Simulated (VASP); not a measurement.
Write the native input for VASP 6.6.1 that does the following.

- Task: single point
- Functional: r2SCAN
- Potentials or basis: VASP PAW PBE potentials, release 64 (Au)
- Cutoff: 550 eV
- k mesh: 7 × 7 × 7
- Occupations: fermi-dirac, width 0.1 eV
- Spin: no spin polarisation
- Dipole correction: no
- Further INCAR settings: ALGO = Normal; EDIFF = 1e-06; NBANDS = 12

Au:

```
Au
1.0
     0.00000    2.05713    2.05713
     2.05713    0.00000    2.05713
     2.05713    2.05713    0.00000
Au
1
Direct
  0.00000 0.00000 0.00000
```

The input as run:

POSCAR

```
Au
1.0
    0.0000000000      2.0571330000      2.0571330000
    2.0571330000      0.0000000000      2.0571330000
    2.0571330000      2.0571330000      0.0000000000
Au
1
Direct
    0.0000000000      0.0000000000      0.0000000000
```

INCAR.step1

```
PREC     = Accurate       # precision mode
ENCUT    = 550            # plane-wave cutoff, eV
ISMEAR   = -1             # smearing method
SIGMA    = 0.1            # smearing width, eV
LREAL    = F              # projectors in reciprocal space
LASPH    = T              # aspherical terms in the spheres
NELM     = 120            # most SCF steps
NBANDS   = 12             # bands
GGA      = PE             # functional
ALGO     = Normal         # electronic algorithm
EDIFF    = 1E-5           # SCF threshold, eV
LWAVE    = T              # write WAVECAR
LCHARG   = F              # write CHGCAR
GGA_COMPAT= F
```

INCAR.step2

```
PREC     = Accurate       # precision mode
ENCUT    = 550            # plane-wave cutoff, eV
EDIFF    = 1E-6           # SCF threshold, eV
ISMEAR   = -1             # smearing method
SIGMA    = 0.1            # smearing width, eV
LREAL    = F              # projectors in reciprocal space
LASPH    = T              # aspherical terms in the spheres
NELM     = 120            # most SCF steps
ALGO     = Normal         # electronic algorithm
ISIF     = 2              # what is computed and relaxed
LWAVE    = F              # write WAVECAR
LCHARG   = F              # write CHGCAR
METAGGA  = R2SCAN         # meta-GGA
LMIXTAU  = T            
NBANDS   = 12             # bands
ISTART   = 1            
GGA_COMPAT= F
```

KPOINTS

```
regular mesh
0
Gamma
  7 7 7
```

Potentials or basis: VASP PAW PBE potentials, release 64 (Au).

Run with:

```console
$ cat potpaw_PBE.64/Au/POTCAR > POTCAR
$ cp INCAR.step1 INCAR
$ mpirun -np 1 vasp_std > vasp.out
$ cp INCAR.step2 INCAR
$ mpirun -np 1 vasp_std > vasp.out
```

Results of the run:

```yaml
Pressure: 1.1 GPa
Band_gap_on_the_k_mesh: zero (an odd number of electrons rules out a gap without spin polarisation)
```

Caveat: the k points lie up to 0.38 Å⁻¹ apart, too coarse for converged energies and pressures of a metal; the PAW data sets were made with another functional, which shifts forces and pressure a little; spin-orbit coupling is left out, which moves the levels of the heavy elements.

Wall time 16 s on 1 thread of Intel(R) Xeon(R) Platinum 8259CL CPU @ 2.50GHz (Skylake/Cascade Lake) (shared host), peak memory 0.14 GiB.
